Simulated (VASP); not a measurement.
# MgO (P6_3mc) in VASP: a series of runs

The runs below take MgO through single point, with PBE.

All numbers are computed with VASP 6.6.1; they aren't measurements. Logs are shortened: lines on timing, memory, paths and dates and some standing lists are left out, and cuts for length are marked.

## Step 1: The cell of the first run

It takes space group P6_3mc (No. 186, hexagonal). The conventional cell has a = 3.315 Å, b = 3.315 Å, c = 5.122 Å, α = 90.00°, β = 90.00°, γ = 120.00°. Mg (site symmetry 3m) has 4 O at 1.99 to 2.01 Å within 2.6 Å. Within 2.6 Å of O (site symmetry 3m) lie 4 Mg at 1.99 to 2.01 Å.

## Step 2: Single point, PBE

File INCAR:

```
SYSTEM = MgO
PREC     = Accurate       ! precision mode
ENCUT    = 520            ! plane-wave cutoff, eV
EDIFF    = 1E-6           ! SCF threshold, eV
ISMEAR   = 0              ! smearing method
SIGMA    = 0.05           ! smearing width, eV
LREAL    = .False.        ! projectors in reciprocal space
LASPH    = .True.         ! aspherical terms in the spheres
NELM     = 80             ! most SCF steps
ALGO     = Normal         ! electronic algorithm
ISIF     = 2              ! what is computed and relaxed
LWAVE    = .False.        ! write WAVECAR
LCHARG   = .False.        ! write CHGCAR
GGA      = PE             ! functional
NBANDS   = 16             ! bands
```

File KPOINTS:

```
regular mesh
0
Gamma
  9 9 6
  0 0 0
```

File POSCAR:

```
MgO
1.0
    3.3152853999      0.0000000000      0.0000000000
   -1.6576427000      2.8711213771      0.0000000000
    0.0000000000      0.0000000000      5.1215474299
Mg O
2 2
Direct
    0.3333333333      0.6666666667      0.0063188013
    0.6666666667      0.3333333333      0.5063188013
    0.3333333333      0.6666666667      0.3982811987
    0.6666666667      0.3333333333      0.8982811987
```

Potentials or basis: VASP PAW PBE potentials, release 64 (Mg, O).

Run with:

```console
> cat potpaw_PBE.64/Mg/POTCAR potpaw_PBE.64/O/POTCAR > POTCAR
> mpirun -np 1 vasp_std > vasp.out
```

OUTCAR:

```text
SYSTEM = MgO
   PREC = Accurate
   ENCUT = 520
   EDIFF = 1E-6
   ISMEAR = 0
   LREAL = .False.
   LASPH = .True.
   NELM = 80
   ISIF = 2
   GGA = PE

 ion  position               nearest neighbor table
   1  0.333  0.667  0.006-   4 1.99   4 1.99   4 1.99   3 2.01   2 3.20   2 3.20   2 3.20   2 3.20
                             2 3.20   2 3.20
   2  0.667  0.333  0.506-   3 1.99   3 1.99   3 1.99   4 2.01   1 3.20   1 3.20   1 3.20   1 3.20
                             1 3.20   1 3.20
   3  0.333  0.667  0.398-   2 1.99   2 1.99   2 1.99   1 2.01
   4  0.667  0.333  0.898-   1 1.99   1 1.99   1 1.99   2 2.01

  LATTYP: Found a hexagonal cell.
 ALAT       =     3.3152853999
 C/A-ratio  =     1.5448285176

  Lattice vectors:

 A1 = (   3.3152853999,   0.0000000000,   0.0000000000)
 A2 = (  -1.6576427000,   2.8711213771,   0.0000000000)
 A3 = (   0.0000000000,   0.0000000000,   5.1215474299)

Analysis of symmetry for initial positions (statically):
=====================================================================
 Subroutine PRICEL returns:
 Original cell was already a primitive cell.

 Routine SETGRP: Setting up the symmetry group for a
 hexagonal supercell.

 Subroutine GETGRP returns: Found 12 space group operations
 (whereof  6 operations were pure point group operations)
 out of a pool of 24 trial point group operations.

The static configuration has the point symmetry C_3v.
 The point group associated with its full space group is C_6v.

Analysis of symmetry for dynamics (positions and initial velocities):
=====================================================================
 Subroutine PRICEL returns:
 Original cell was already a primitive cell.

 Routine SETGRP: Setting up the symmetry group for a
 hexagonal supercell.

 Subroutine GETGRP returns: Found 12 space group operations
 (whereof  6 operations were pure point group operations)
 out of a pool of 24 trial point group operations.

The dynamic configuration has the point symmetry C_3v.
 The point group associated with its full space group is C_6v.

 Subroutine INISYM returns: Found 12 space group operations
 (whereof  6 operations are pure point group operations),
 and found     1 'primitive' translations

----------------------------------------------------------------------------------------

                                     Primitive cell

  volume of cell :      48.7499

  direct lattice vectors                    reciprocal lattice vectors
     3.315285400  0.000000000  0.000000000     0.301633157  0.174147984  0.000000000
    -1.657642700  2.871121377  0.000000000     0.000000000  0.348295968  0.000000000
     0.000000000  0.000000000  5.121547430     0.000000000  0.000000000  0.195253488

  length of vectors
     3.315285400  3.315285400  5.121547430     0.348295968  0.348295968  0.195253488

  position of ions in fractional coordinates (direct lattice)
     0.333333333  0.666666667  0.006318801
     0.666666667  0.333333333  0.506318801
     0.333333333  0.666666667  0.398281199
     0.666666667  0.333333333  0.898281199

  ion indices of the primitive-cell ions
   primitive index   ion index
                 1           1
                 2           2
                 3           3
                 4           4

----------------------------------------------------------------------------------------

 KPOINTS: regular mesh

Automatic generation of k-mesh.
 Grid dimensions read from file:
 generate k-points for:    9    9    6

 Generating k-lattice:

  Cartesian coordinates                     Fractional coordinates (reciprocal lattice)
     0.033514795  0.019349776  0.000000000     0.111111111  0.000000000  0.000000000
     0.000000000  0.038699552  0.000000000     0.000000000  0.111111111  0.000000000
     0.000000000  0.000000000  0.032542248     0.000000000  0.000000000  0.166666667

  Length of vectors
     0.038699552  0.038699552  0.032542248

  Shift w.r.t. Gamma in fractional coordinates (k-lattice)
     0.000000000  0.000000000  0.000000000

 Subroutine IBZKPT returns following result:
 ===========================================

 Found     48 irreducible k-points:

 Following reciprocal coordinates:
            Coordinates               Weight
  0.000000  0.000000  0.000000      1.000000
  0.111111 -0.000000  0.000000      6.000000
  0.222222  0.000000  0.000000      6.000000
  0.333333 -0.000000  0.000000      6.000000
  0.444444  0.000000  0.000000      6.000000
  0.111111  0.111111  0.000000      6.000000
[... 16 lines left out ...]
  0.333333  0.222222  0.166667     24.000000
  0.333333  0.333333  0.166667      4.000000
 [... further k-points ...]
   k-points           NKPTS =     48   k-points in BZ     NKDIM =     48   number of bands    NBANDS=     16
   number of dos      NEDOS =    301   number of ions     NIONS =      4
   total plane-waves  NPLWV =  31360
   dimension x,y,z NGX =    28 NGY =   28 NGZ =   40
   dimension x,y,z NGXF=    56 NGYF=   56 NGZF=   80
   ions per type =               2   2
   NGX,Y,Z   is equivalent  to a cutoff of  14.04, 14.04, 12.98 a.u.
   NGXF,Y,Z  is equivalent  to a cutoff of  28.08, 28.08, 25.97 a.u.
 SYSTEM =  MgO
   PREC   = accura    normal or accurate (medium, high low for compatibility)
   ISTART =      0    job   : 0-new  1-cont  2-samecut
   ICHARG =      2    charge: 1-file 2-atom 10-const
   ISPIN  =      1    spin polarized calculation?
   LNONCOLLINEAR =      F non collinear calculations
   LSORBIT =      F    spin-orbit coupling
   LASPH  =      T    aspherical Exc in radial PAW
   ENCUT  =  520.0 eV  38.22 Ry    6.18 a.u.   6.16  6.16  9.52*2*pi/ulx,y,z
   NELM   =     80;   NELMIN=  2; NELMDL= -5     # of ELM steps
   EDIFF  = 0.1E-05   stopping-criterion for ELM
   LREAL  =      F    real-space projection
   EDIFFG = 0.1E-04   stopping-criterion for IOM
   NSW    =      0    number of steps for IOM
   IBRION =     -1    ionic relax: 0-MD 1-quasi-New 2-CG
   NFREE  =      0    steps in history (QN), initial steepest desc. (CG)
   ISIF   =      2    stress and relaxation
   ISYM   =      2    0-nonsym 1-usesym 2-fastsym
   POTIM  = 0.5000    time-step for ionic-motion
   TEBEG  =    0.0;   TEEND  =   0.0 temperature during run
   PSTRESS=    0.0 pullay stress
   NELECT =      16.0000    total number of electrons
   NUPDOWN=      -1.0000    fix difference up-down
   EMIN   =  10.00;   EMAX   =-10.00  energy-range for DOS
   EFERMI =   0.00;   METHOD = LEGACY
   ISMEAR =     0;   SIGMA  =   0.05  broadening in eV -4-tet -1-fermi 0-gaus
   EFERMI_NEDOS =   21; number of points for ismear=-14 and -15
   IALGO  =     38    algorithm
   IMIX   =      4    mixing-type and parameters
     AMIX     =   0.40;   BMIX     =  1.00
     AMIX_MAG =   1.60;   BMIX_MAG =  1.00
  volume/ion in A,a.u.               =      12.19        82.25
  Fermi-wavevector in a.u.,A,eV,Ry     =   1.129250  2.133974 17.350238  1.275207
  Thomas-Fermi vector in A             =   2.265943
   LORBIT       =      0    0 simple, 1 ext, 2 COOP (PROOUT), +10 PAW based schemes
   GGA     = PE    functional components
   LHFCALC =     F    Hartree Fock is set to
   AEXX    =    0.0000 exact exchange contribution
   IVDW    =     0    specifies the selected vdW correction
   LEPSILON=     F    determine dielectric tensor
   LRPA    =     F    only Hartree local field effects (RPA)
 non-spin polarized calculation
 Gauss-broadening in eV      SIGMA  =   0.05
  energy-cutoff  :      520.00
  volume of cell :       48.75
 maximum number of plane-waves:      1339
 NGX is ok and might be reduce to    28
   NGX = 13   NGY = 13   NGZ = 19

 number of electron      16.0000002 magnetization

 Free energy of the ion-electron system (eV)
  ---------------------------------------------------
  ext. energy  EPLUGINS =         0.00000000
  ---------------------------------------------------
  free energy    TOTEN  =       -23.53493701 eV

  energy without entropy =      -23.53493701  energy(sigma->0) =      -23.53493701

 E-fermi :   1.0782     XC(G=0):  -9.6040

 val. band max:        0.8826190944   @ k =   0.0000   0.0000   0.0000
 cond. band min:       4.2738516749   @ k =   0.0000   0.0000   0.0000
 fundamental gap:      3.3912325805
 Fermi energy:         1.0782444947

 k-point     1 :       0.0000    0.0000    0.0000
  band No.  band energies     occupation
      1     -15.1908      2.00000
      2     -14.4713      2.00000
      3      -2.2485      2.00000
      4       0.2814      2.00000
      5       0.2814      2.00000
      6       0.5749      2.00000
[... 8 lines left out ...]
     15      17.2563      0.00000
     16      17.2563      0.00000

 k-point     2 :       0.1111   -0.0000    0.0000
  band No.  band energies     occupation
      1     -15.1320      2.00000
      2     -14.4496      2.00000
      3      -2.1291      2.00000
      4      -0.0282      2.00000
      5       0.2023      2.00000
      6       0.2038      2.00000
[... 8 lines left out ...]
     15      16.9284      0.00000
     16      17.2652      0.00000

 k-point     3 :       0.2222    0.0000    0.0000
  band No.  band energies     occupation
      1     -14.9749      2.00000
      2     -14.3995      2.00000
      3      -1.7931      2.00000
      4      -0.8297      2.00000
      5      -0.3601      2.00000
      6       0.0343      2.00000
[... 8 lines left out ...]
     15      15.7433      0.00000
     16      16.2807      0.00000

 k-point     4 :       0.3333   -0.0000    0.0000
  band No.  band energies     occupation
      1     -14.7727      2.00000
      2     -14.3587      2.00000
      3      -1.5817      2.00000
      4      -1.3022      2.00000
      5      -0.8669      2.00000
      6      -0.1293      2.00000
[... 8 lines left out ...]
     15      15.2477      0.00000
     16      16.4145      0.00000
[... 324 lines left out ...]
 k-point    22 :       0.2222    0.2222    0.1667
  band No.  band energies     occupation
      1     -14.6509      2.00000
      2     -14.3709      2.00000
      3      -1.5955      2.00000
      4      -1.4494      2.00000
      5      -0.5346      2.00000
      6      -0.4387      2.00000
[... 8 lines left out ...]
     15      14.4863      0.00000
     16      17.1424      0.00000

 k-point    23 :       0.3333    0.2222    0.1667
  band No.  band energies     occupation
      1     -14.5161      2.00000
      2     -14.3787      2.00000
      3      -1.7791      2.00000
      4      -1.2900      2.00000
      5      -0.8513      2.00000
      6      -0.2775      2.00000
[... 8 lines left out ...]
     15      14.2878      0.00000
     16      17.0753      0.00000

 k-point    24 :       0.3333    0.3333    0.1667
  band No.  band energies     occupation
      1     -14.4256      2.00000
      2     -14.4256      2.00000
      3      -1.6083      2.00000
      4      -1.1699      2.00000
      5      -1.1699      2.00000
      6      -0.4496      2.00000
[... 8 lines left out ...]
     15      14.2495      0.00000
     16      17.9079      0.00000

 [... further k-points ...]
[... 5 lines left out ...]
  --------------------------------------------------------------------------------------
  -------------------------------------------------------------------------------------
  Total       -0.1398963     -0.1398963     -0.1337885      0.0000000      0.0000000      0.0000000
  in kB       -4.5977260     -4.5977260     -4.3969915      0.0000000      0.0000000      0.0000000
  external PRESSURE =      -4.5308145 kB  Pullay stress =       0.0000000 kB

 VOLUME and BASIS-vectors are now :
 -----------------------------------------------------------------------------
  energy-cutoff  :      520.00
  volume of cell :       48.75
      direct lattice vectors                 reciprocal lattice vectors
     3.315285400  0.000000000  0.000000000     0.301633157  0.174147984  0.000000000
    -1.657642700  2.871121377  0.000000000     0.000000000  0.348295968  0.000000000
     0.000000000  0.000000000  5.121547430     0.000000000  0.000000000  0.195253488

 POSITION                                       TOTAL-FORCE (eV/Angst)
 -----------------------------------------------------------------------------------
     -0.00000      1.91408      0.03236         0.000000     -0.000000      0.001751
      1.65764      0.95704      2.59314        -0.000000      0.000000      0.001751
     -0.00000      1.91408      2.03982         0.000000     -0.000000     -0.001751
      1.65764      0.95704      4.60059        -0.000000      0.000000     -0.001751
 -----------------------------------------------------------------------------------
    total drift:                               -0.000000     -0.000000     -0.001324

  FREE ENERGIE OF THE ION-ELECTRON SYSTEM (eV)
  ---------------------------------------------------
  free  energy   TOTEN  =       -23.5349370117 eV

  energy  without entropy=      -23.5349370117  energy(sigma->0) =      -23.53493701
```

It took 67 s on 1 thread of Intel Xeon 8259CL, shared host; peak memory 0.19 GiB.

Results:

```
Free energy            : -23.5349 eV
Pressure               : -0.5 GPa
Band gap on the k mesh : 3.39 eV
```

## Step 3: Single point, PBE

This run uses another cell than the first one, of 12.56 Å³/atom.

File INCAR:

```
SYSTEM = MgO
  PREC = Accurate
  ENCUT = 520
  EDIFF = 1E-6
  ISMEAR = 0
  SIGMA = 0.05
  LREAL = .FALSE.
  LASPH = .TRUE.
  NELM = 100
  ALGO = Normal
  ISIF = 2
  LWAVE = .FALSE.
  LCHARG = .FALSE.
  GGA = PE
  NBANDS = 16
```

File KPOINTS:

```
regular mesh
0
G
  9 9 6
  0 0 0
```

File POSCAR:

```
MgO
1.0
    3.2379000000      0.0000000000      0.0000000000
   -1.6189500000      2.8041036549      0.0000000000
    0.0000000000      0.0000000000      5.5313000000
Mg O
2 2
Direct
    0.3333333333      0.6666666667      0.0063188013
    0.6666666667      0.3333333333      0.5063188013
    0.3333333333      0.6666666667      0.3982811987
    0.6666666667      0.3333333333      0.8982811987
```

Potentials or basis: VASP PAW PBE potentials, release 64 (Mg, O).

Run with:

```console
> cat potpaw_PBE.64/Mg/POTCAR potpaw_PBE.64/O/POTCAR > POTCAR
> mpirun -np 1 vasp_std > vasp.out
```

OUTCAR:

```text
SYSTEM = MgO
   PREC = Accurate
   ENCUT = 520
   EDIFF = 1E-6
   ISMEAR = 0
   LREAL = .FALSE.
   LASPH = .TRUE.
   NELM = 100
   ISIF = 2
   GGA = PE

 ion  position               nearest neighbor table
   1  0.333  0.667  0.006-   4 1.96   4 1.96   4 1.96   3 2.17   2 3.34   2 3.34   2 3.34   2 3.34
                             2 3.34   2 3.34
   2  0.667  0.333  0.506-   3 1.96   3 1.96   3 1.96   4 2.17   1 3.34   1 3.34   1 3.34   1 3.34
                             1 3.34   1 3.34
   3  0.333  0.667  0.398-   2 1.96   2 1.96   2 1.96   1 2.17
   4  0.667  0.333  0.898-   1 1.96   1 1.96   1 1.96   2 2.17

  LATTYP: Found a hexagonal cell.
 ALAT       =     3.2379000000
 C/A-ratio  =     1.7082985886

  Lattice vectors:

 A1 = (   3.2379000000,   0.0000000000,   0.0000000000)
 A2 = (  -1.6189500000,   2.8041036549,   0.0000000000)
 A3 = (   0.0000000000,   0.0000000000,   5.5313000000)

Analysis of symmetry for initial positions (statically):
=====================================================================
 Subroutine PRICEL returns:
 Original cell was already a primitive cell.

 Routine SETGRP: Setting up the symmetry group for a
 hexagonal supercell.

 Subroutine GETGRP returns: Found 12 space group operations
 (whereof  6 operations were pure point group operations)
[... 170 lines left out ...]
 E-fermi :   0.8081     XC(G=0):  -9.4705

 val. band max:        0.5263501151   @ k =   0.0000   0.0000   0.0000
 cond. band min:       3.9064346618   @ k =   0.0000   0.0000   0.0000
 fundamental gap:      3.3800845468
 Fermi energy:         0.8080968375

 k-point     1 :       0.0000    0.0000    0.0000
  band No.  band energies     occupation
      1     -15.2702      2.00000
      2     -14.7380      2.00000
      3      -2.4551      2.00000
      4       0.3098      2.00000
      5       0.3098      2.00000
      6       0.4839      2.00000
[... 433 lines left out ...]
      3      -1.6363      2.00000
      4      -1.2213      2.00000
      5      -1.2213      2.00000
      6      -0.7719      2.00000
[... 8 lines left out ...]
     15      13.9069      0.00000
     16      17.8425      0.00000

 [... further k-points ...]
[... 5 lines left out ...]
  --------------------------------------------------------------------------------------
  -------------------------------------------------------------------------------------
  Total        1.1987776      1.1987776     -3.7651158      0.0000000      0.0000000      0.0000000
  in kB       38.2441036     38.2441036   -120.1169258      0.0000000      0.0000000      0.0000000
  external PRESSURE =     -14.5429062 kB  Pullay stress =       0.0000000 kB

 VOLUME and BASIS-vectors are now :
 -----------------------------------------------------------------------------
  energy-cutoff  :      520.00
  volume of cell :       50.22
      direct lattice vectors                 reciprocal lattice vectors
     3.237900000  0.000000000  0.000000000     0.308842151  0.178310099  0.000000000
    -1.618950000  2.804103655  0.000000000     0.000000000  0.356620198  0.000000000
     0.000000000  0.000000000  5.531300000     0.000000000  0.000000000  0.180789326

 POSITION                                       TOTAL-FORCE (eV/Angst)
 -----------------------------------------------------------------------------------
     -0.00000      1.86940      0.03495        -0.000000     -0.000000      0.555837
      1.61895      0.93470      2.80060         0.000000      0.000000      0.555837
     -0.00000      1.86940      2.20301        -0.000000     -0.000000     -0.555837
      1.61895      0.93470      4.96866         0.000000      0.000000     -0.555837
 -----------------------------------------------------------------------------------
    total drift:                               -0.000000      0.000000     -0.000188

  FREE ENERGIE OF THE ION-ELECTRON SYSTEM (eV)
  ---------------------------------------------------
  free  energy   TOTEN  =       -23.3520310659 eV

  energy  without entropy=      -23.3520310659  energy(sigma->0) =      -23.35203107
```

Run time: 35 s. Hardware: 1 thread of Intel Xeon 8259CL, shared host; peak memory 0.18 GiB.

Results:

- Free energy: -23.3520 eV
- Pressure: -1.5 GPa
- Largest force: 0.556 eV/Å
- Band gap on the k mesh: 3.38 eV

Forces on the atoms (eV/Å):
```
Mg   0.000  0.000  0.556
Mg   0.000  0.000  0.556
O    0.000  0.000 -0.556
O    0.000  0.000 -0.556
```

Stress tensor (GPa, compression positive):
```
  3.82   0.00   0.00
  0.00   3.82   0.00
  0.00   0.00 -12.01
```

Caveat: the stress differs along the axes, from -12 to 4 GPa.

[end of part 1 of 2]
